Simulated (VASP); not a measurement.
A run of VASP 6.6.1:

File INCAR:

```
SYSTEM = LiCl
PREC = Accurate ; ENCUT = 520
EDIFF = 1E-6 ; ISMEAR = 0
SIGMA = 0.05 ; LREAL = .False.
LASPH = .True. ; NELM = 100
ALGO = Normal ; ISIF = 2
LWAVE = .False. ; LCHARG = .False.
GGA = PE ; NBANDS = 12
```

KPOINTS

```
regular mesh
0
Gamma
  8 8 8
  0 0 0
```

The input POSCAR:

```
LiCl
1.0
    0.0000000000      2.6417028000      2.5262886000
    2.6417028000      0.0000000000      2.5262886000
    2.6417028000      2.6417028000      0.0000000000
Li Cl
1 1
Direct
    0.0000000000      0.0000000000      0.0000000000
    0.5000000000      0.5000000000      0.5000000000
```

Potentials or basis: VASP PAW PBE potentials, release 64 (Li_sv, Cl).

Command:

```console
$ cat potpaw_PBE.64/Li_sv/POTCAR potpaw_PBE.64/Cl/POTCAR > POTCAR
$ mpirun -np 1 vasp_std > vasp.out
```

Hardware: 1 thread of Intel(R) Xeon(R) 6975P-C (Granite Rapids) (shared host).

How long does it take, and how much memory?

Wall time 9.7 s on 1 thread of Intel(R) Xeon(R) 6975P-C (Granite Rapids), with other jobs on the host, peak memory 0.15 GiB. Counts: scf iterations 12, k points 59.
